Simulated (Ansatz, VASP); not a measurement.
## Al3Cu in VASP and in Ansatz

POSCAR

```
Al3Cu
1.0
    2.6905674370      0.0000000000      0.0000000000
    0.0000000000      2.6905674370      0.0000000000
    0.0000000000      0.0000000000      7.8196190074
Al Cu
3 1
Direct
    0.0000000000      0.0000000000      0.5000000000
    0.5000000000      0.5000000000      0.2226430005
    0.5000000000      0.5000000000      0.7773569995
    0.0000000000      0.0000000000      0.0000000000
```

INCAR.step1

```
PREC = Accurate
ENCUT = 520
ISMEAR = 0
SIGMA = 0.15
LREAL = F
LASPH = T
NELM = 60
NBANDS = 18
GGA = PE
ALGO = Normal
EDIFF = 1E-4
LWAVE = T
LCHARG = F
```

File INCAR.step2:

```
PREC = Accurate
ENCUT = 520
EDIFF = 1E-6
ISMEAR = 0
SIGMA = 0.15
LREAL = F
LASPH = T
NELM = 60
ALGO = Normal
ISIF = 2
LWAVE = F
LCHARG = T
METAGGA = R2SCAN
LMIXTAU = T
LELF = T
LVHAR = T
NBANDS = 18
ISTART = 1
```

The input KPOINTS:

```
Automatic mesh
0
Gamma
  18 18 6
```

Input for Ansatz:

```yaml
crystal:
  lattice:
    - [2.690567437, 0.0, 0.0]
    - [0.0, 2.690567437, 0.0]
    - [0.0, 0.0, 7.8196190074]
  atoms:
    - { symbol: Al, position: [0.0, 0.0, 0.5] }
    - { symbol: Al, position: [0.5, 0.5, 0.2226430005] }
    - { symbol: Al, position: [0.5, 0.5, 0.7773569995] }
    - { symbol: Cu, position: [0.0, 0.0, 0.0] }
basis:
  ecutwfc: 500
kpoints:
  mp_grid: { grid: [18, 18, 6] }
hamiltonian:
  xc: r2scan
scf:
  occupations: { method: gaussian, width: 0.15 }
output:
  forces: true
  stress: true
  eigenvalues: true
```

Change from the starting cell: strain -0.030 along x and y, +0.030 along z, atoms carried along.

Alike in both runs: task single point; functional r2SCAN; k mesh 18 × 18 × 6; occupations gaussian, width 0.15 eV; no spin polarisation.

|  | VASP | Ansatz |
| --- | --- | --- |
| version | VASP 6.6.1 | Ansatz 0.2.0 |
| potentials or method | VASP PAW PBE potentials, release 64 (Al, Cu), cutoff 520 eV | scalar-relativistic, plane waves, PAW |
| valence electrons in the cell | 20 | 28 |

```csv
,VASP,Ansatz,Ansatz less VASP
gap on the k mesh at the Fermi level (eV),none,none,-
pressure (GPa),4.0,4.2,+0.20
"traceless stress, the component that is largest in VASP (GPa)",-7.35,-7.44,-0.092
rms of the force components (eV/Å),0.094,0.086,-0.0076
```

VASP's potentials were made for PBE, not for r2SCAN. Atom by atom the forces differ by 0.008 eV/Å (rms over components). A gap of «none» marks a metal or a gap that the smearing closes. VASP's potentials hold 20 valence electrons a cell and Ansatz's 28, so a difference there can come from the potentials and not from the codes.
